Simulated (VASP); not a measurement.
Runs of VASP 6.6.1 on CdF2. The structure is that of space group Fm-3m (No. 225), or close to it. The cells are those of the table. 

```csv
task,cell,k mesh,cutoff (eV),gap on the mesh (eV),pressure (GPa)
relaxation of the atoms,"atoms relaxed from a = 3.734 Å, angles 60.0°, 3 atoms",10 × 10 × 10,520,3.98,9.3
single point,"a = 3.862 Å, angles 60.0°, 3 atoms",10 × 10 × 10,520,3.61,-3.4
single point,"a = 3.734 Å, angles 60.0°, 3 atoms",10 × 10 × 10,520,3.98,9.3
single point,"a = 3.761 Å, angles 60.0°, 3 atoms",10 × 10 × 10,520,(c),(b)
single point,"a = 3.812 Å, angles 60.0°, 3 atoms",8 × 8 × 8,520,3.74,0.8
single point,"a = 3.812 Å, angles 60.0°, 3 atoms",10 × 10 × 10,520,(d),0.8
single point,"a = 3.837 Å, angles 60.0°, 3 atoms",10 × 10 × 10,520,3.68,-1.4
single point,"a = 3.787 Å, angles 60.0°, 3 atoms",10 × 10 × 10,520,(a),3.3
single point,"a = 3.887 Å, angles 60.0°, 3 atoms",10 × 10 × 10,520,3.54,-5.2
relaxation of cell and atoms,"relaxed from a = 3.810 Å, angles 60.0°, 3 atoms",8 × 8 × 8,600,3.73,0.0
```

Alike in all rows: level r2SCAN; potentials or basis VASP PAW PBE potentials, release 64 (Cd, F); no spin polarisation; smearing fermi-dirac 0.02 eV.

Q: Fill in the values left out.

A: (a) 3.83; (b) 6.1; (c) 3.90; (d) 3.75.

Caveats: the PAW data sets were made with another functional, which shifts forces and pressure a little; the cell stands under pressure (at least some runs); the cell stands under tension (at least some runs); the relaxation stopped at its first step, so nothing moved (at least some runs).

A k mesh can miss the band edges, and the runs leave out spin-orbit coupling on Cd.
